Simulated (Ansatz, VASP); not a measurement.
# One calculation of GaSbTe4, two programs

```xyz
6
Lattice="4.7344 0.0000 0.0000 0.0000 4.7344 0.0000 0.0000 0.0000 8.8947" Properties=species:S:1:pos:R:3 pbc="T T T"
Ga    2.3672    2.3672    4.4473
Sb    0.0000    0.0000    0.0000
Te    2.3672    0.0000    6.7268
Te    0.0000    2.3672    2.1678
Te    2.3672    0.0000    2.1678
Te    0.0000    2.3672    6.7268
```

Change from the starting cell: species swapped into the TlBiF4 type (P4/mmm, No. 123).

Alike in both runs: functional PBE; k mesh 4 × 4 × 2; occupations gaussian, width 0.1 eV; no spin polarisation.

Ansatz relaxed the structure, and its values are those at the end. VASP's run is a single point on that final structure, the one shown.

|  | VASP | Ansatz |
| --- | --- | --- |
| version | VASP 6.6.1 | Ansatz 0.2.0 |
| potentials or method | VASP PAW PBE potentials, release 64 (Ga_d, Sb, Te), cutoff 520 eV | scalar-relativistic, plane waves, PAW |
| valence electrons in the cell | 42 | 92 |

VASP gave:

- gap on the k mesh at the Fermi level (eV): none
- pressure (GPa): -0.1
- rms of the force components (eV/Å): 0.009

Task: Estimate Ansatz's values.

Result: gap on the k mesh at the Fermi level (eV): none; pressure (GPa): -0.1; rms of the force components (eV/Å): 0.011.

A gap of «none» marks a metal or a gap that the smearing closes. The functional is the same, so the differences come from potentials, cutoffs and numerics. VASP's potentials hold 42 valence electrons a cell and Ansatz's 92, so a difference there can come from the potentials and not from the codes.

Spin-orbit coupling is off throughout.
